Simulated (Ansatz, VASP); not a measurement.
## InAs: VASP beside Ansatz

```
CELL_PARAMETERS angstrom
0.00000 2.87730 2.87730
2.87730 0.00000 2.87730
2.87730 2.87730 0.00000
ATOMIC_POSITIONS crystal
In 0.50000 0.50000 0.50000
As 0.00000 0.00000 0.00000
```

Alike in both runs: task single point; functional PBE; k mesh 5 × 5 × 5; occupations fermi-dirac, width 0.04 eV; no spin polarisation.

|  | VASP | Ansatz |
| --- | --- | --- |
| version | VASP 6.6.1 | Ansatz 0.2.0 |
| potentials or method | VASP PAW PBE potentials, release 64 (In_d, As), cutoff 520 eV | all-electron LAPW, scalar-relativistic |

```csv
,VASP,Ansatz,Ansatz less VASP
gap on the k mesh at the Fermi level (eV),none,none,-
pressure (GPa),0.1,0.1,-0.03
```

A gap of «none» marks a metal or a gap that the smearing closes. Ansatz ran all-electron here, and VASP with PAW potentials.

The k mesh is coarse, so the values compare programs but aren't converged. Noted on Ansatz's run: the k mesh is thin for a metal, which can move the energy by tens of meV per atom.
